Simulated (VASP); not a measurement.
The system is GaN.

```
Ga N
1.0
     0.00000    2.12090    2.12090
     2.12090    0.00000    2.12090
     2.12090    2.12090    0.00000
Ga N
1 1
Direct
  0.00000 0.00000 0.00000
  0.50000 0.50000 0.50000
```

Base run:

```yaml
Program: VASP 6.6.1
Functional: r2SCAN
Potentials_or_basis: VASP PAW PBE potentials, release 64 (Ga_d, N)
Cutoff: 520 eV
k_mesh: 11 × 11 × 11
Occupations: fermi-dirac, width 0.05 eV
Spin: no spin polarisation
```

Its results: band gap on the k mesh 1.18 eV, indirect (least direct gap 3.18 eV); pressure -2.9 GPa.

Question: After a change of settings the same cell gave: band gap on the k mesh 2.48 eV, indirect (least direct gap 4.64 eV); pressure -4.9 GPa. Which change was it?
A. functional from r2SCAN to PBE; further incar settings from ALGO = Normal; EDIFF = 1e-06; NBANDS = 16 to ALGO = Normal; EDIFF = 1e-07; NBANDS = 16
B. functional from r2SCAN to PBEsol; further incar settings from ALGO = Normal; EDIFF = 1e-06; NBANDS = 16 to ALGO = Normal; EDIFF = 1e-07; NBANDS = 16
C. functional from r2SCAN to PBE0; k mesh from 11 × 11 × 11 to 6 × 6 × 6
D. functional from r2SCAN to PBEsol

Answer: C.

Caveats: some runs use coarse meshes; the PAW data sets were made with another functional, which shifts forces and pressure a little.
